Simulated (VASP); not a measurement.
# Si3N4 (Fd-3m) in VASP: relaxation of the atoms with PBE

Aim: the relaxation of the atoms of Si3N4 with PBE.

Everything below comes from runs of VASP 6.6.1. Logs are shortened: lines on timing, memory, paths and dates and some standing lists are left out, and cuts for length are marked.

### Step 1. The cell of the first run

The structure is cubic, space group Fd-3m (No. 227). Conventional cell: a = 7.866 Å, b = 7.866 Å, c = 7.866 Å, α = 90.00°, β = 90.00°, γ = 90.00°. Within 2.5 Å of Si (site symmetry -3m) lie 6 N at 1.91 Å. Si (site symmetry -43m) has 4 N at 1.80 Å within 2.4 Å. Within 2.4 Å of N (site symmetry 3m) lie 4 Si at 1.80 to 1.91 Å.

### Step 2. Relaxation of the atoms, PBE (8.69 Å³/atom)

File INCAR:

```
  ALGO = Normal
  EDIFF = 1E-7
  EDIFFG = -0.01
  ENCUT = 520
  GGA = PE
  IBRION = 2
  ISIF = 2
  ISMEAR = 0
  LASPH = True
  LCHARG = False
  LREAL = False
  LWAVE = False
  NELM = 80
  NSW = 50
  PREC = Accurate
  SIGMA = 0.02
```

File KPOINTS:

```
k-points
0
Gamma
  6 6 6
```

File POSCAR:

```
Si3N4
1.0
    0.0000000000      3.9331817126      3.9331817126
    3.9331817126      0.0000000000      3.9331817126
    3.9331817126      3.9331817126      0.0000000000
Si N
6 8
Direct
    0.1250000000      0.1250000000      0.6250000000
    0.1250000000      0.6250000000      0.1250000000
    0.6250000000      0.1250000000      0.1250000000
    0.1250000000      0.1250000000      0.1250000000
    0.7500000000      0.7500000000      0.7500000000
    0.5000000000      0.5000000000      0.5000000000
    0.3675422895      0.3675422895      0.3675422895
    0.3526268684      0.8824577105      0.8824577105
    0.8824577105      0.8824577105      0.3526268684
    0.8824577105      0.3526268684      0.8824577105
    0.3675422895      0.3675422895      0.8973731316
    0.3675422895      0.8973731316      0.3675422895
    0.8824577105      0.8824577105      0.8824577105
    0.8973731316      0.3675422895      0.3675422895
```

Potentials or basis: VASP PAW PBE potentials, release 64 (Si, N).

Launch:

```sh
cat potpaw_PBE.64/Si/POTCAR potpaw_PBE.64/N/POTCAR > POTCAR
mpirun -np 1 vasp_std > vasp.out
```

OUTCAR:

```text
EDIFF = 1E-7
   EDIFFG = -0.01
   ENCUT = 520
   GGA = PE
   IBRION = 2
   ISIF = 2
   ISMEAR = 0
   LASPH = True
   LREAL = False
   NELM = 80
   NSW = 50
   PREC = Accurate

 ion  position               nearest neighbor table
   1  0.125  0.125  0.625-   8 1.91  10 1.91  12 1.91  14 1.91  13 1.91   7 1.91   4 2.78   2 2.78
                             3 2.78   4 2.78   2 2.78   3 2.78
   2  0.125  0.625  0.125-   8 1.91   9 1.91  11 1.91  14 1.91  13 1.91   7 1.91   4 2.78   1 2.78
                             1 2.78   3 2.78   4 2.78   3 2.78
   3  0.625  0.125  0.125-   9 1.91  10 1.91  11 1.91  12 1.91   7 1.91  13 1.91   4 2.78   1 2.78
                             2 2.78   1 2.78   2 2.78   4 2.78
   4  0.125  0.125  0.125-   8 1.91   9 1.91  10 1.91  11 1.91  12 1.91  14 1.91   1 2.78   2 2.78
                             3 2.78   1 2.78   2 2.78   3 2.78
   5  0.750  0.750  0.750-  13 1.80   9 1.80  10 1.80   8 1.80
   6  0.500  0.500  0.500-   7 1.80  11 1.80  12 1.80  14 1.80
   7  0.368  0.368  0.368-   6 1.80   2 1.91   3 1.91   1 1.91
   8  0.353  0.882  0.882-   5 1.80   2 1.91   1 1.91   4 1.91
   9  0.882  0.882  0.353-   5 1.80   3 1.91   2 1.91   4 1.91
  10  0.882  0.353  0.882-   5 1.80   3 1.91   1 1.91   4 1.91
  11  0.368  0.368  0.897-   6 1.80   3 1.91   2 1.91   4 1.91
  12  0.368  0.897  0.368-   6 1.80   3 1.91   1 1.91   4 1.91
  13  0.882  0.882  0.882-   5 1.80   2 1.91   3 1.91   1 1.91
  14  0.897  0.368  0.368-   6 1.80   2 1.91   1 1.91   4 1.91

  LATTYP: Found a face centered cubic cell.
 ALAT       =     7.8663634252

  Lattice vectors:

 A1 = (   0.0000000000,   3.9331817126,   3.9331817126)
 A2 = (   3.9331817126,   0.0000000000,   3.9331817126)
 A3 = (   3.9331817126,   3.9331817126,   0.0000000000)

Analysis of symmetry for initial positions (statically):
=====================================================================
 Subroutine PRICEL returns:
 Original cell was already a primitive cell.

 Routine SETGRP: Setting up the symmetry group for a
 face centered cubic supercell.

 Subroutine GETGRP returns: Found 48 space group operations
 (whereof 24 operations were pure point group operations)
 out of a pool of 48 trial point group operations.

The static configuration has the point symmetry T_d .
 The point group associated with its full space group is O_h .

Analysis of symmetry for dynamics (positions and initial velocities):
=====================================================================
 Subroutine PRICEL returns:
 Original cell was already a primitive cell.

 Routine SETGRP: Setting up the symmetry group for a
 face centered cubic supercell.

 Subroutine GETGRP returns: Found 48 space group operations
 (whereof 24 operations were pure point group operations)
 out of a pool of 48 trial point group operations.

The dynamic configuration has the point symmetry T_d .
 The point group associated with its full space group is O_h .

 Subroutine INISYM returns: Found 48 space group operations
 (whereof 24 operations are pure point group operations),
 and found     1 'primitive' translations

----------------------------------------------------------------------------------------

                                     Primitive cell

  volume of cell :     121.6920

  direct lattice vectors                    reciprocal lattice vectors
     0.000000000  3.933181713  3.933181713    -0.127123544  0.127123544  0.127123544
     3.933181713  0.000000000  3.933181713     0.127123544 -0.127123544  0.127123544
     3.933181713  3.933181713  0.000000000     0.127123544  0.127123544 -0.127123544

  length of vectors
     5.562358921  5.562358921  5.562358921     0.220184438  0.220184438  0.220184438

  position of ions in fractional coordinates (direct lattice)
     0.125000000  0.125000000  0.625000000
     0.125000000  0.625000000  0.125000000
     0.625000000  0.125000000  0.125000000
     0.125000000  0.125000000  0.125000000
     0.750000000  0.750000000  0.750000000
     0.500000000  0.500000000  0.500000000
     0.367542290  0.367542290  0.367542290
     0.352626868  0.882457710  0.882457710
     0.882457710  0.882457710  0.352626868
     0.882457710  0.352626868  0.882457710
     0.367542290  0.367542290  0.897373132
     0.367542290  0.897373132  0.367542290
     0.882457710  0.882457710  0.882457710
     0.897373132  0.367542290  0.367542290

  ion indices of the primitive-cell ions
   primitive index   ion index
                 1           1
                 2           2
                 3           3
                 4           4
                 5           5
                 6           6
                 7           7
                 8           8
                 9           9
                10          10
                11          11
                12          12
                13          13
                14          14

----------------------------------------------------------------------------------------

 KPOINTS: k-points

Automatic generation of k-mesh.
 Grid dimensions read from file:
 generate k-points for:    6    6    6

 Generating k-lattice:

  Cartesian coordinates                     Fractional coordinates (reciprocal lattice)
    -0.021187257  0.021187257  0.021187257     0.166666667  0.000000000  0.000000000
     0.021187257 -0.021187257  0.021187257     0.000000000  0.166666667  0.000000000
     0.021187257  0.021187257 -0.021187257     0.000000000  0.000000000  0.166666667

  Length of vectors
     0.036697406  0.036697406  0.036697406

  Shift w.r.t. Gamma in fractional coordinates (k-lattice)
     0.000000000  0.000000000  0.000000000

 Subroutine IBZKPT returns following result:
 ===========================================

 Found     16 irreducible k-points:

 Following reciprocal coordinates:
            Coordinates               Weight
  0.000000  0.000000  0.000000      1.000000
  0.166667  0.000000  0.000000      8.000000
  0.333333  0.000000  0.000000      8.000000
  0.500000  0.000000  0.000000      4.000000
  0.166667  0.166667  0.000000      6.000000
  0.333333  0.166667  0.000000     24.000000
[... 8 lines left out ...]
 -0.333333  0.333333  0.166667     24.000000
 -0.333333  0.500000  0.166667     12.000000
   k-points           NKPTS =     16   k-points in BZ     NKDIM =     16   number of bands    NBANDS=     40
   number of dos      NEDOS =    301   number of ions     NIONS =     14
   total plane-waves  NPLWV =  74088
   dimension x,y,z NGX =    42 NGY =   42 NGZ =   42
   dimension x,y,z NGXF=    84 NGYF=   84 NGZF=   84
   ions per type =               6   8
   NGX,Y,Z   is equivalent  to a cutoff of  12.55, 12.55, 12.55 a.u.
   NGXF,Y,Z  is equivalent  to a cutoff of  25.11, 25.11, 25.11 a.u.
 SYSTEM =  unknown system
   PREC   = accura    normal or accurate (medium, high low for compatibility)
   ISTART =      0    job   : 0-new  1-cont  2-samecut
   ICHARG =      2    charge: 1-file 2-atom 10-const
   ISPIN  =      1    spin polarized calculation?
   LNONCOLLINEAR =      F non collinear calculations
   LSORBIT =      F    spin-orbit coupling
   LASPH  =      T    aspherical Exc in radial PAW
   ENCUT  =  520.0 eV  38.22 Ry    6.18 a.u.  10.34 10.34 10.34*2*pi/ulx,y,z
   NELM   =     80;   NELMIN=  2; NELMDL= -5     # of ELM steps
   EDIFF  = 0.1E-06   stopping-criterion for ELM
   LREAL  =      F    real-space projection
   EDIFFG = -.1E-01   stopping-criterion for IOM
   NSW    =     50    number of steps for IOM
   IBRION =      2    ionic relax: 0-MD 1-quasi-New 2-CG
   NFREE  =      1    steps in history (QN), initial steepest desc. (CG)
   ISIF   =      2    stress and relaxation
   ISYM   =      2    0-nonsym 1-usesym 2-fastsym
   POTIM  = 0.5000    time-step for ionic-motion
   TEBEG  =    0.0;   TEEND  =   0.0 temperature during run
   PSTRESS=    0.0 pullay stress
   NELECT =      64.0000    total number of electrons
   NUPDOWN=      -1.0000    fix difference up-down
   EMIN   =  10.00;   EMAX   =-10.00  energy-range for DOS
   EFERMI =   0.00;   METHOD = LEGACY
   ISMEAR =     0;   SIGMA  =   0.02  broadening in eV -4-tet -1-fermi 0-gaus
   EFERMI_NEDOS =   21; number of points for ismear=-14 and -15
   IALGO  =     38    algorithm
   IMIX   =      4    mixing-type and parameters
     AMIX     =   0.40;   BMIX     =  1.00
     AMIX_MAG =   1.60;   BMIX_MAG =  1.00
  volume/ion in A,a.u.               =       8.69        58.66
  Fermi-wavevector in a.u.,A,eV,Ry     =   1.321440  2.497160 23.758547  1.746204
  Thomas-Fermi vector in A             =   2.451194
   LORBIT       =      0    0 simple, 1 ext, 2 COOP (PROOUT), +10 PAW based schemes
   GGA     = PE    functional components
   LHFCALC =     F    Hartree Fock is set to
   AEXX    =    0.0000 exact exchange contribution
   IVDW    =     0    specifies the selected vdW correction
   LEPSILON=     F    determine dielectric tensor
   LRPA    =     F    only Hartree local field effects (RPA)
 conjugate gradient relaxation of ions
 non-spin polarized calculation
 Gauss-broadening in eV      SIGMA  =   0.02
  energy-cutoff  :      520.00
  volume of cell :      121.69
 maximum number of plane-waves:      3302
 NGX is ok and might be reduce to    42
   NGX = 21   NGY = 21   NGZ = 21

--------------------------------------- Ionic step        1  -------------------------------------------

 number of electron      64.0000004 magnetization

 Free energy of the ion-electron system (eV)
  ---------------------------------------------------
  ext. energy  EPLUGINS =         0.00000000
  ---------------------------------------------------
  free energy    TOTEN  =      -112.39052400 eV

  energy without entropy =     -112.39052400  energy(sigma->0) =     -112.39052400

------------------------ aborting loop because EDIFF is reached ----------------------------------------

  FORCE on cell =-STRESS in cart. coord.  units (eV):
  Direction    XX          YY          ZZ          XY          YZ          ZX
  --------------------------------------------------------------------------------------
  -------------------------------------------------------------------------------------
  Total       -6.3710271     -6.3710271     -6.3710271      0.0000000      0.0000000     -0.0000000
  in kB      -83.8799192    -83.8799192    -83.8799192      0.0000000      0.0000000     -0.0000000
  external PRESSURE =     -83.8799192 kB  Pullay stress =       0.0000000 kB
[... 81 lines left out ...]
  energy  without entropy=     -112.3905339250  energy(sigma->0) =     -112.39053392

--------------------------------------- Ionic step        3  -------------------------------------------

 number of electron      64.0000002 magnetization

 Free energy of the ion-electron system (eV)
  ---------------------------------------------------
  ext. energy  EPLUGINS =         0.00000000
  ---------------------------------------------------
  free energy    TOTEN  =      -112.39140992 eV

  energy without entropy =     -112.39140992  energy(sigma->0) =     -112.39140992

 E-fermi :   8.8447     XC(G=0): -12.0744

 val. band max:        8.7052360470   @ k =  -0.1667   0.1667   0.0000
 cond. band min:      11.9211898704   @ k =   0.0000   0.0000   0.0000
 fundamental gap:      3.2159538235
 Fermi energy:         8.8446820056

 k-point     1 :       0.0000    0.0000    0.0000
  band No.  band energies     occupation
      1      -9.7657      2.00000
      2      -6.6099      2.00000
      3      -5.7075      2.00000
      4      -5.7075      2.00000
      5      -5.7075      2.00000
      6      -4.7940      2.00000
[... 718 lines left out ...]
  FREE ENERGIE OF THE ION-ELECTRON SYSTEM (eV)
  ---------------------------------------------------
  free  energy   TOTEN  =      -112.3914099156 eV

  energy  without entropy=     -112.3914099156  energy(sigma->0) =     -112.39140992

 reached required accuracy - stopping structural energy minimisation
```

Run time: 3.4 min. Hardware: 1 thread of Intel Xeon Platinum 8488C (Sapphire Rapids), shared host; peak memory 0.28 GiB.

Results:

```yaml
Free_energy: -112.3914 eV
Energy_gained_by_relaxing: 0.1 meV/atom
Ionic_steps: 3
Pressure_after_relaxing: -8.3 GPa
Band_gap_on_the_k_mesh: 3.22 eV (least direct gap 3.27 eV)
```

The path:
```tsv
step	energy change (eV)	largest force (eV/Å)	pressure (GPa)
1	0.0000	0.0957	-8.39
2	0.0000	0.0953	-8.21
3	-0.0009	0.0000	-8.30
```

Final structure:
```
CELL_PARAMETERS angstrom
0.00000 3.93318 3.93318
3.93318 0.00000 3.93318
3.93318 3.93318 0.00000
ATOMIC_POSITIONS crystal
Si 0.12500 0.12500 0.62500
Si 0.12500 0.62500 0.12500
Si 0.62500 0.12500 0.12500
Si 0.12500 0.12500 0.12500
Si 0.75000 0.75000 0.75000
Si 0.50000 0.50000 0.50000
N 0.36737 0.36737 0.36737
N 0.35212 0.88263 0.88263
N 0.88263 0.88263 0.35212
N 0.88263 0.35212 0.88263
N 0.36737 0.36737 0.89788
N 0.36737 0.89788 0.36737
N 0.88263 0.88263 0.88263
N 0.89788 0.36737 0.36737
```

Levels at points of the mesh, in eV from the valence-band top:
| k point | band 30 | band 31 | band 32 | band 33 | band 34 | band 35 |
| --- | --- | --- | --- | --- | --- | --- |
| (0.00, 0.00, 0.00) | -0.05 | -0.05 | -0.05 | 3.22 | 3.22 | 3.22 |
| (0.50, 0.00, 0.00) | -0.47 | -0.31 | -0.31 | 4.78 | 5.66 | 5.66 |
| (0.50, 0.50, 0.00) | -1.06 | -0.39 | -0.39 | 6.45 | 6.45 | 6.79 |
